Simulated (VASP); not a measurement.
A run of VASP 6.6.1:

Contents of INCAR:

```
ALGO = Normal
EDIFF = 1E-6
ENCUT = 520
GGA = PE
ISIF = 2
ISMEAR = -1
LASPH = T
LCHARG = F
LREAL = F
LWAVE = F
NBANDS = 16
NELM = 60
PREC = Accurate
SIGMA = 0.08
```

The input KPOINTS:

```
k-points
0
Gamma
  10 10 10
```

The input POSCAR:

```
HgTe
1.0
    0.0000000000      2.9215000000      2.8922850000
    2.9215000000      0.0000000000      2.8922850000
    2.9215000000      2.9215000000      0.0000000000
Hg Te
1 1
Direct
    0.0000000000      0.0000000000      0.0000000000
    0.5000000000      0.5000000000      0.5000000000
```

Potentials or basis: VASP PAW PBE potentials, release 64 (Hg, Te).

Run with:

```sh
$ cat potpaw_PBE.64/Hg/POTCAR potpaw_PBE.64/Te/POTCAR > POTCAR
$ mpirun -np 1 vasp_std > vasp.out
```

Hardware: 1 thread of Intel(R) Xeon(R) 6975P-C (Granite Rapids) (shared host).

**Question.** Estimate the wall time of this run.

**Answer.** Run time: 26 s on 1 thread of Intel(R) Xeon(R) 6975P-C (Granite Rapids), on a shared host, peak memory 0.23 GiB. Counts: scf iterations 12, k points 102.
